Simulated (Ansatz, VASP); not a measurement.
**Two plane-wave programs on In3Se**

```xyz
4
Lattice="4.8061 0.0000 0.0000 0.0000 4.8061 0.0000 0.0000 0.0000 4.8061" Properties=species:S:1:pos:R:3 pbc="T T T"
In    0.0000    2.4030    2.4030
In    2.4030    0.0000    2.4030
In    2.4030    2.4030    0.0000
Se    0.0000    0.0000    0.0000
```

Alike in both runs: functional PBE; k mesh 4 × 4 × 4; occupations gaussian, width 0.1 eV; no spin polarisation.

Ansatz relaxed the structure, and its values are those at the end. VASP's run is a single point on that final structure, the one shown.

|  | VASP | Ansatz |
| --- | --- | --- |
| version | VASP 6.6.1 | Ansatz 0.2.0 |
| potentials or method | VASP PAW PBE potentials, release 64 (In_d, Se), cutoff 520 eV | scalar-relativistic, plane waves, PAW |
| valence electrons in the cell | 45 | 55 |

|  | VASP | Ansatz | Ansatz less VASP |
| --- | --- | --- | --- |
| gap on the k mesh at the Fermi level (eV) | none | none | - |
| pressure (GPa) | -0.2 | -0.2 | +0.02 |

A gap of «none» marks a metal or a gap that the smearing closes. The functional is the same, so the differences come from potentials, cutoffs and numerics. VASP's potentials hold 45 valence electrons a cell and Ansatz's 55, so a difference there can come from the potentials and not from the codes.
